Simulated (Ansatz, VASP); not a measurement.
# Ti3VC4 in VASP and in Ansatz

```
Ti C V
1.0
     3.06370    0.00000    0.00000
     0.00000    3.06370    0.00000
     0.00000    0.00000   22.49910
Ti C V
3 4 1
Direct
  0.00000 0.00000 0.35924
  0.00000 0.00000 0.54740
  0.50000 0.50000 0.64076
  0.50000 0.50000 0.35388
  0.00000 0.00000 0.45189
  0.50000 0.50000 0.54811
  0.00000 0.00000 0.64612
  0.50000 0.50000 0.45260
```

Alike in both runs: task single point; functional PBE; k mesh 13 × 13 × 1; occupations fermi-dirac, width 0.05 eV; no spin polarisation.

```csv
,VASP,Ansatz
version,VASP 6.6.1,Ansatz 0.2.0
potentials or method,"VASP PAW PBE potentials, release 64 (Ti_sv, C, V_sv), cutoff 520 eV","all-electron LAPW, scalar-relativistic"
```

```csv
,VASP,Ansatz,Ansatz less VASP
rms of the force components (eV/Å),0.173,0.177,+0.0035
```

Ansatz ran all-electron here, and VASP with PAW potentials.
